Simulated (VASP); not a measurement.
# TiO2 (P4_2/mnm) in VASP: further runs

Runs on TiO2. Level: PBEsol. Tasks: single point, relaxation of cell and atoms.

Everything below comes from runs of VASP 6.6.1. Logs are shortened: lines on timing, memory, paths and dates and some standing lists are left out, and cuts for length are marked.

## (1) The cell of the first run

Symmetry: P4_2/mnm, No. 136, tetragonal system. Conventional cell: a = 4.591 Å, b = 4.591 Å, c = 2.939 Å, α = 90.00°, β = 90.00°, γ = 90.00°. Within 2.6 Å of Ti (site symmetry mmm) lie 6 O at 1.94 to 1.98 Å. Within 2.6 Å of O (site symmetry m2m) lie 3 Ti at 1.94 to 1.98 Å and 1 O at 2.54 Å.

## (2) Single point, PBEsol

File INCAR:

```
SYSTEM = TiO2
ALGO     = Normal         ! electronic algorithm
EDIFF    = 1E-6           ! SCF threshold, eV
ENCUT    = 520            ! plane-wave cutoff, eV
GGA      = PS             ! functional
ISIF     = 2              ! what is computed and relaxed
ISMEAR   = 0              ! smearing method
LASPH    = .TRUE.         ! aspherical terms in the spheres
LCHARG   = .FALSE.        ! write CHGCAR
LREAL    = .FALSE.        ! projectors in reciprocal space
LWAVE    = .FALSE.        ! write WAVECAR
NBANDS   = 33             ! bands
NELM     = 100            ! most SCF steps
PREC     = Accurate       ! precision mode
SIGMA    = 0.02           ! smearing width, eV
```

File KPOINTS:

```
k-points
0
G
  6 6 10
  0 0 0
```

File POSCAR:

```
TiO2
1.0
    4.5913036525      0.0000000000      0.0000000000
    0.0000000000      4.5913036525      0.0000000000
    0.0000000000      0.0000000000      2.9389734812
Ti O
2 4
Direct
    0.0000000000      0.0000000000      0.0000000000
    0.5000000000      0.5000000000      0.5000000000
    0.3044412136      0.3044412136      0.0000000000
    0.1955587864      0.8044412136      0.5000000000
    0.6955587864      0.6955587864      0.0000000000
    0.8044412136      0.1955587864      0.5000000000
```

Potentials or basis: VASP PAW PBE potentials, release 64 (Ti_sv, O).

Launch:

```sh
cat potpaw_PBE.64/Ti_sv/POTCAR potpaw_PBE.64/O/POTCAR > POTCAR
mpirun -np 1 vasp_std > vasp.out
```

OUTCAR:

```text
SYSTEM = TiO2
   EDIFF = 1E-6
   ENCUT = 520
   GGA = PS
   ISIF = 2
   ISMEAR = 0
   LASPH = .TRUE.
   LREAL = .FALSE.
   NELM = 100
   PREC = Accurate

 ion  position               nearest neighbor table
   1  0.000  0.000  0.000-   4 1.94   6 1.94   4 1.94   6 1.94   5 1.98   3 1.98
   2  0.500  0.500  0.500-   3 1.94   5 1.94   3 1.94   5 1.94   4 1.98   6 1.98
   3  0.304  0.304  0.000-   2 1.94   2 1.94   1 1.98
   4  0.196  0.804  0.500-   1 1.94   1 1.94   2 1.98
   5  0.696  0.696  0.000-   2 1.94   2 1.94   1 1.98
   6  0.804  0.196  0.500-   1 1.94   1 1.94   2 1.98

  LATTYP: Found a simple tetragonal cell.
 ALAT       =     4.5913036525
 C/A-ratio  =     0.6401174271

  Lattice vectors:

 A1 = (   4.5913036525,   0.0000000000,   0.0000000000)
 A2 = (   0.0000000000,   4.5913036525,   0.0000000000)
 A3 = (   0.0000000000,   0.0000000000,   2.9389734812)

Analysis of symmetry for initial positions (statically):
=====================================================================
 Subroutine PRICEL returns:
 Original cell was already a primitive cell.

 Routine SETGRP: Setting up the symmetry group for a
 simple tetragonal supercell.

 Subroutine GETGRP returns: Found 16 space group operations
 (whereof  8 operations were pure point group operations)
 out of a pool of 16 trial point group operations.

The static configuration has the point symmetry D_2h.
 The point group associated with its full space group is D_4h.

Analysis of symmetry for dynamics (positions and initial velocities):
=====================================================================
 Subroutine PRICEL returns:
 Original cell was already a primitive cell.

 Routine SETGRP: Setting up the symmetry group for a
 simple tetragonal supercell.

 Subroutine GETGRP returns: Found 16 space group operations
 (whereof  8 operations were pure point group operations)
 out of a pool of 16 trial point group operations.

The dynamic configuration has the point symmetry D_2h.
 The point group associated with its full space group is D_4h.

 Subroutine INISYM returns: Found 16 space group operations
 (whereof  8 operations are pure point group operations),
 and found     1 'primitive' translations

----------------------------------------------------------------------------------------

                                     Primitive cell

  volume of cell :      61.9538

  direct lattice vectors                    reciprocal lattice vectors
     4.591303652  0.000000000  0.000000000     0.217803063  0.000000000  0.000000000
     0.000000000  4.591303652  0.000000000     0.000000000  0.217803063  0.000000000
     0.000000000  0.000000000  2.938973481     0.000000000  0.000000000  0.340254856

  length of vectors
     4.591303652  4.591303652  2.938973481     0.217803063  0.217803063  0.340254856

  position of ions in fractional coordinates (direct lattice)
     0.000000000  0.000000000  0.000000000
     0.500000000  0.500000000  0.500000000
     0.304441214  0.304441214  0.000000000
     0.195558786  0.804441214  0.500000000
     0.695558786  0.695558786  0.000000000
     0.804441214  0.195558786  0.500000000

  ion indices of the primitive-cell ions
   primitive index   ion index
                 1           1
                 2           2
                 3           3
                 4           4
                 5           5
                 6           6

----------------------------------------------------------------------------------------

 KPOINTS: k-points

Automatic generation of k-mesh.
 Grid dimensions read from file:
 generate k-points for:    6    6   10

 Generating k-lattice:

  Cartesian coordinates                     Fractional coordinates (reciprocal lattice)
     0.036300511  0.000000000  0.000000000     0.166666667  0.000000000  0.000000000
     0.000000000  0.036300511  0.000000000     0.000000000  0.166666667  0.000000000
     0.000000000  0.000000000  0.034025486     0.000000000  0.000000000  0.100000000

  Length of vectors
     0.036300511  0.036300511  0.034025486

  Shift w.r.t. Gamma in fractional coordinates (k-lattice)
     0.000000000  0.000000000  0.000000000

 Subroutine IBZKPT returns following result:
 ===========================================

 Found     60 irreducible k-points:

 Following reciprocal coordinates:
            Coordinates               Weight
  0.000000  0.000000  0.000000      1.000000
  0.166667  0.000000  0.000000      4.000000
  0.333333  0.000000  0.000000      4.000000
  0.500000  0.000000  0.000000      2.000000
  0.166667  0.166667  0.000000      4.000000
  0.333333  0.166667  0.000000      8.000000
[... 16 lines left out ...]
  0.333333  0.000000  0.200000      8.000000
  0.500000  0.000000  0.200000      4.000000
 [... further k-points ...]
   k-points           NKPTS =     60   k-points in BZ     NKDIM =     60   number of bands    NBANDS=     33
   number of dos      NEDOS =    301   number of ions     NIONS =      6
   total plane-waves  NPLWV =  31104
   dimension x,y,z NGX =    36 NGY =   36 NGZ =   24
   dimension x,y,z NGXF=    72 NGYF=   72 NGZF=   48
   ions per type =               2   4
   NGX,Y,Z   is equivalent  to a cutoff of  13.04, 13.04, 13.58 a.u.
   NGXF,Y,Z  is equivalent  to a cutoff of  26.07, 26.07, 27.15 a.u.
 SYSTEM =  TiO2
   PREC   = accura    normal or accurate (medium, high low for compatibility)
   ISTART =      0    job   : 0-new  1-cont  2-samecut
   ICHARG =      2    charge: 1-file 2-atom 10-const
   ISPIN  =      1    spin polarized calculation?
   LNONCOLLINEAR =      F non collinear calculations
   LSORBIT =      F    spin-orbit coupling
   LASPH  =      T    aspherical Exc in radial PAW
   ENCUT  =  520.0 eV  38.22 Ry    6.18 a.u.   8.54  8.54  5.46*2*pi/ulx,y,z
   NELM   =    100;   NELMIN=  2; NELMDL= -5     # of ELM steps
   EDIFF  = 0.1E-05   stopping-criterion for ELM
   LREAL  =      F    real-space projection
   EDIFFG = 0.1E-04   stopping-criterion for IOM
   NSW    =      0    number of steps for IOM
   IBRION =     -1    ionic relax: 0-MD 1-quasi-New 2-CG
   NFREE  =      0    steps in history (QN), initial steepest desc. (CG)
   ISIF   =      2    stress and relaxation
   ISYM   =      2    0-nonsym 1-usesym 2-fastsym
   POTIM  = 0.5000    time-step for ionic-motion
   TEBEG  =    0.0;   TEEND  =   0.0 temperature during run
   PSTRESS=    0.0 pullay stress
   NELECT =      48.0000    total number of electrons
   NUPDOWN=      -1.0000    fix difference up-down
   EMIN   =  10.00;   EMAX   =-10.00  energy-range for DOS
   EFERMI =   0.00;   METHOD = LEGACY
   ISMEAR =     0;   SIGMA  =   0.02  broadening in eV -4-tet -1-fermi 0-gaus
   EFERMI_NEDOS =   21; number of points for ismear=-14 and -15
   IALGO  =     38    algorithm
   IMIX   =      4    mixing-type and parameters
     AMIX     =   0.40;   BMIX     =  1.00
     AMIX_MAG =   1.60;   BMIX_MAG =  1.00
  volume/ion in A,a.u.               =      10.33        69.68
  Fermi-wavevector in a.u.,A,eV,Ry     =   1.503601  2.841394 30.760279  2.260817
  Thomas-Fermi vector in A             =   2.614690
   LORBIT       =      0    0 simple, 1 ext, 2 COOP (PROOUT), +10 PAW based schemes
   GGA     = PS    functional components
   LHFCALC =     F    Hartree Fock is set to
   AEXX    =    0.0000 exact exchange contribution
   IVDW    =     0    specifies the selected vdW correction
   LEPSILON=     F    determine dielectric tensor
   LRPA    =     F    only Hartree local field effects (RPA)
 non-spin polarized calculation
 Gauss-broadening in eV      SIGMA  =   0.02
  energy-cutoff  :      520.00
  volume of cell :       61.95
 maximum number of plane-waves:      1696
 NGX is ok and might be reduce to    36
   NGX = 17   NGY = 17   NGZ = 11

 number of electron      48.0000020 magnetization

 Free energy of the ion-electron system (eV)
  ---------------------------------------------------
  ext. energy  EPLUGINS =         0.00000000
  ---------------------------------------------------
  free energy    TOTEN  =       -56.09834083 eV

  energy without entropy =      -56.09834083  energy(sigma->0) =      -56.09834083

 E-fermi :   5.0042     XC(G=0): -11.7425

 val. band max:        4.8008375265   @ k =   0.0000   0.0000   0.0000
 cond. band min:       6.6424431039   @ k =   0.0000   0.0000   0.0000
 fundamental gap:      1.8416055773
 Fermi energy:         5.0041562252

 k-point     1 :       0.0000    0.0000    0.0000
  band No.  band energies     occupation
      1     -51.8211      2.00000
      2     -51.8028      2.00000
      3     -28.2519      2.00000
      4     -28.2519      2.00000
      5     -28.0774      2.00000
      6     -28.0774      2.00000
[... 25 lines left out ...]
     32      11.5258      0.00000
     33      11.5766      0.00000

 k-point     2 :       0.1667    0.0000    0.0000
  band No.  band energies     occupation
      1     -51.8199      2.00000
      2     -51.8040      2.00000
      3     -28.2426      2.00000
      4     -28.2417      2.00000
      5     -28.0888      2.00000
      6     -28.0879      2.00000
[... 25 lines left out ...]
     32      11.4298      0.00000
     33      11.4501      0.00000

 k-point     3 :       0.3333    0.0000    0.0000
  band No.  band energies     occupation
      1     -51.8165      2.00000
      2     -51.8074      2.00000
      3     -28.2175      2.00000
      4     -28.2151      2.00000
      5     -28.1177      2.00000
      6     -28.1152      2.00000
[... 25 lines left out ...]
     32      11.2378      0.00000
     33      11.2773      0.00000

 k-point     4 :       0.5000    0.0000    0.0000
  band No.  band energies     occupation
      1     -51.8119      2.00000
      2     -51.8119      2.00000
      3     -28.1951      2.00000
      4     -28.1951      2.00000
      5     -28.1388      2.00000
      6     -28.1388      2.00000
[... 673 lines left out ...]
     32      10.8072      0.00000
     33      11.0213      0.00000

 k-point    23 :       0.3333    0.0000    0.2000
  band No.  band energies     occupation
      1     -51.8002      2.00000
      2     -51.7927      2.00000
      3     -28.2202      2.00000
      4     -28.1990      2.00000
      5     -28.1730      2.00000
      6     -28.1580      2.00000
[... 25 lines left out ...]
     32      10.4065      0.00000
     33      11.0187      0.00000

 k-point    24 :       0.5000    0.0000    0.2000
  band No.  band energies     occupation
      1     -51.7964      2.00000
      2     -51.7964      2.00000
      3     -28.2118      2.00000
      4     -28.2118      2.00000
      5     -28.1522      2.00000
      6     -28.1522      2.00000
[... 25 lines left out ...]
     32      10.2205      0.00000
     33      11.4104      0.00000

 [... further k-points ...]

------------------------ aborting loop because EDIFF is reached ----------------------------------------

  FORCE on cell =-STRESS in cart. coord.  units (eV):
  Direction    XX          YY          ZZ          XY          YZ          ZX
  --------------------------------------------------------------------------------------
  -------------------------------------------------------------------------------------
  Total        0.2079990      0.2079990      0.3266652     -0.0000000      0.0000000      0.0000000
  in kB        5.3790327      5.3790327      8.4478411     -0.0000000      0.0000000      0.0000000
  external PRESSURE =       6.4019688 kB  Pullay stress =       0.0000000 kB

 VOLUME and BASIS-vectors are now :
 -----------------------------------------------------------------------------
  energy-cutoff  :      520.00
  volume of cell :       61.95
      direct lattice vectors                 reciprocal lattice vectors
     4.591303652  0.000000000  0.000000000     0.217803063  0.000000000  0.000000000
     0.000000000  4.591303652  0.000000000     0.000000000  0.217803063  0.000000000
     0.000000000  0.000000000  2.938973481     0.000000000  0.000000000  0.340254856

 POSITION                                       TOTAL-FORCE (eV/Angst)
 -----------------------------------------------------------------------------------
      0.00000      0.00000      0.00000         0.000000     -0.000000     -0.000000
      2.29565      2.29565      1.46949         0.000000     -0.000000     -0.000000
      1.39778      1.39778      0.00000        -0.017780     -0.017780      0.000000
      0.89787      3.69343      1.46949         0.017780     -0.017780      0.000000
      3.19352      3.19352      0.00000         0.017780      0.017780     -0.000000
      3.69343      0.89787      1.46949        -0.017780      0.017780     -0.000000
 -----------------------------------------------------------------------------------
    total drift:                               -0.000000      0.000000      0.000000

  FREE ENERGIE OF THE ION-ELECTRON SYSTEM (eV)
  ---------------------------------------------------
  free  energy   TOTEN  =       -56.0983408251 eV

  energy  without entropy=      -56.0983408251  energy(sigma->0) =      -56.09834083
```

Wall time 65 s (1 thread of Intel Xeon Platinum 8488C (Sapphire Rapids), shared host); peak memory 0.23 GiB.

Results:

```
Free energy            : -56.0983 eV
Pressure               : 0.6 GPa
Largest force          : 0.025 eV/Å
Band gap on the k mesh : 1.84 eV
```

Forces in eV/Å, atoms in the order of the input:
```
Ti   0.000  0.000  0.000
Ti   0.000  0.000  0.000
O   -0.018 -0.018  0.000
O    0.018 -0.018  0.000
O    0.018  0.018  0.000
O   -0.018  0.018  0.000
```

Stress tensor (GPa, compression positive):
```
0.54 0.00 0.00
0.00 0.54 0.00
0.00 0.00 0.84
```

Levels at points of the mesh, in eV from the valence-band top:
| k point | band 20 | band 21 | band 22 | band 23 | band 24 | band 25 | band 26 | band 27 | band 28 | band 29 |
| --- | --- | --- | --- | --- | --- | --- | --- | --- | --- | --- |
| (0.00, 0.00, 0.00) | -1.97 | -0.68 | -0.46 | -0.46 | 0.00 | 1.84 | 2.12 | 2.42 | 2.52 | 2.52 |
| (0.50, 0.00, 0.00) | -3.10 | -1.63 | -1.63 | -0.76 | -0.76 | 2.53 | 2.53 | 3.05 | 3.05 | 3.61 |
| (0.50, 0.50, 0.00) | -2.25 | -1.29 | -1.29 | -1.08 | -1.08 | 1.88 | 1.88 | 2.54 | 2.54 | 3.89 |
| (0.00, 0.00, 0.50) | -2.81 | -2.43 | -2.43 | -1.45 | -1.45 | 2.99 | 2.99 | 3.24 | 3.24 | 3.70 |
| (0.50, 0.00, 0.50) | -2.41 | -2.08 | -2.08 | -1.06 | -1.06 | 1.88 | 1.88 | 3.26 | 3.26 | 3.95 |
| (0.50, 0.50, 0.50) | -2.78 | -1.31 | -1.31 | -0.68 | -0.68 | 2.60 | 2.60 | 3.22 | 3.22 | 3.28 |

Caveat: the PAW data sets were made with another functional, which shifts forces and pressure a little.

[end of part 1 of 2]
